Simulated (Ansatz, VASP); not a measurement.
## Hf2Bi3O2 in VASP and in Ansatz

```xyz
7
Lattice="5.5136 0.0000 0.0000 -2.7568 4.7749 0.0000 0.0000 0.0000 7.8882" Properties=species:S:1:pos:R:3 pbc="T T T"
Hf    0.0000    0.0000    0.0000
Hf    0.0000    0.0000    3.9441
Bi    0.0000    3.1833    0.0000
Bi    2.7568    1.5916    3.9441
Bi    2.7568    1.5916    0.0000
O     0.0000    0.0000    1.9880
O     0.0000    0.0000    5.9002
```

Alike in both runs: functional PBE; k mesh 4 × 4 × 2; occupations gaussian, width 0.2 eV; no spin polarisation.

Ansatz relaxed the structure, and its values are those at the end. VASP's run is a single point on that final structure, the one shown.

|  | VASP | Ansatz |
| --- | --- | --- |
| version | VASP 6.6.1 | Ansatz 0.2.0 |
| potentials or method | VASP PAW PBE potentials, release 64 (Hf_pv, Bi_d, O), cutoff 600 eV | scalar-relativistic, plane waves, PAW |
| valence electrons in the cell | 77 | 109 |

|  | VASP | Ansatz | Ansatz less VASP |
| --- | --- | --- | --- |
| gap on the k mesh at the Fermi level (eV) | none | none | - |
| pressure (GPa) | -0.4 | 0.1 | +0.47 |
| rms of the force components (eV/Å) | 0.016 | 0.011 | -0.0052 |

A gap of «none» marks a metal or a gap that the smearing closes. VASP's potentials hold 77 valence electrons a cell and Ansatz's 109, so a difference there can come from the potentials and not from the codes.

The k mesh is coarse, so the values compare programs but aren't converged. Neither program's run includes spin-orbit coupling.
